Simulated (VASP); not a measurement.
Here is a VASP 6.6.1 calculation.

Contents of POSCAR:

```
Hg
1.0
   -2.9297541400      2.9297541400      1.5725525500
    2.9297541400     -2.9297541400      1.5725525500
    2.9297541400      2.9297541400     -1.5725525500
Hg
2
Direct
   -0.0007700000      0.0059980000      0.0033530000
    0.7537850000      0.2473270000      0.4840710000
```

INCAR.step1

```
SYSTEM = Hg
ALGO     = Normal         ! electronic algorithm
EDIFF    = 1E-4           ! SCF threshold, eV
ENCUT    = 520            ! plane-wave cutoff, eV
GGA      = PE             ! functional
ISMEAR   = -1             ! smearing method
LASPH    = .True.         ! aspherical terms in the spheres
LCHARG   = .False.        ! write CHGCAR
LREAL    = .False.        ! projectors in reciprocal space
LWAVE    = .True.         ! write WAVECAR
NBANDS   = 19             ! bands
NELM     = 60             ! most SCF steps
PREC     = Accurate       ! precision mode
SIGMA    = 0.025          ! smearing width, eV
```

The input INCAR.step2:

```
SYSTEM = Hg
ALGO     = Normal         ! electronic algorithm
EDIFF    = 1E-6           ! SCF threshold, eV
ENCUT    = 520            ! plane-wave cutoff, eV
ISIF     = 2              ! what is computed and relaxed
ISMEAR   = -1             ! smearing method
ISTART   = 1            
LASPH    = .True.         ! aspherical terms in the spheres
LCHARG   = .False.        ! write CHGCAR
LMIXTAU  = .True.       
LREAL    = .False.        ! projectors in reciprocal space
LWAVE    = .False.        ! write WAVECAR
METAGGA  = R2SCAN         ! meta-GGA
NBANDS   = 19             ! bands
NELM     = 60             ! most SCF steps
PREC     = Accurate       ! precision mode
SIGMA    = 0.025          ! smearing width, eV
```

The input KPOINTS:

```
k-points
0
Gamma
  7 7 5
  0 0 0
```

Potentials or basis: VASP PAW PBE potentials, release 64 (Hg).

The run is started by

```bash
$ cat potpaw_PBE.64/Hg/POTCAR > POTCAR
$ cp INCAR.step1 INCAR
$ mpirun -np 1 vasp_std > vasp.out
$ cp INCAR.step2 INCAR
$ mpirun -np 1 vasp_std > vasp.out
```

**Question.** What does it give for the pressure?

**Answer.** 0.0 GPa.

**Question.** Estimate the band gap on the k mesh.

**Answer.** Zero (bands 12 and 13 overlap by 3.00 eV).

**Question.** Predict the largest force.

**Answer.** 0.238 eV/Å.

Stress tensor (GPa, compression positive):
```
 0.38 -0.20 -0.22
-0.20 -0.14  0.37
-0.22  0.37 -0.12
```

Caveat: the PAW data sets were made with another functional, which shifts forces and pressure a little; spin-orbit coupling is left out, which moves the levels of the heavy elements.
